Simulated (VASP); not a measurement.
Wanted: the native input for a VASP 6.6.1 run.

* Task: single point
* Functional: PBE
* Potentials or basis: VASP PAW PBE potentials, release 64 (Fe, Pt)
* Cutoff: 520 eV
* k mesh: 6 × 6 × 5
* Occupations: gaussian, width 0.15 eV
* Spin: collinear spin, ferromagnetic start
* Starting moments: [3.5, 0.0] μB
* Dipole correction: no
* Further INCAR settings: ALGO = Normal; EDIFF = 1e-06; NBANDS = 20

The structure of FePt (Tetraferroplatinum) lies in POSCAR:

```
FePt
1.0
    2.7235000000      0.0000000000      0.0000000000
    0.0000000000      2.7235000000      0.0000000000
    0.0000000000      0.0000000000      3.7200000000
Fe Pt
1 1
Direct
    0.0000000000      0.0000000000      0.0000000000
    0.5000000000      0.5000000000      0.5450000000
```

One way to write it, as run:

INCAR

```
  PREC = Accurate
  ENCUT = 520
  EDIFF = 1E-6
  ISMEAR = 0
  SIGMA = 0.15
  LREAL = False
  LASPH = True
  NELM = 150
  ALGO = Normal
  ISIF = 2
  LWAVE = False
  LCHARG = False
  ISPIN = 2
  MAGMOM = 3.5 0
  LORBIT = 11
  LMAXMIX = 4
  GGA = PE
  NBANDS = 20
```

KPOINTS

```
regular mesh
0
Gamma
  6 6 5
```

Potentials or basis: VASP PAW PBE potentials, release 64 (Fe, Pt).

Command:

```bash
$ cat potpaw_PBE.64/Fe/POTCAR potpaw_PBE.64/Pt/POTCAR > POTCAR
$ mpirun -np 1 vasp_std > vasp.out
```

Results of the run:

```
Pressure                                              : 5.1 GPa
Largest force                                         : 1.524 eV/Å
Net moment                                            : 3.20 μB per cell
Site moments                                          : Fe +2.84; Pt +0.33 μB
Valence electrons inside the program's atomic spheres : Fe 7.03; Pt 9.45
```

Caveat: the k points lie up to 0.38 Å⁻¹ apart; forces of over 1 eV/Å act on the atoms, so gaps and moduli don't describe the material at rest.

Wall time 54 s on 1 thread of AMD EPYC 7R13, with other jobs on the host, peak memory 0.13 GiB.
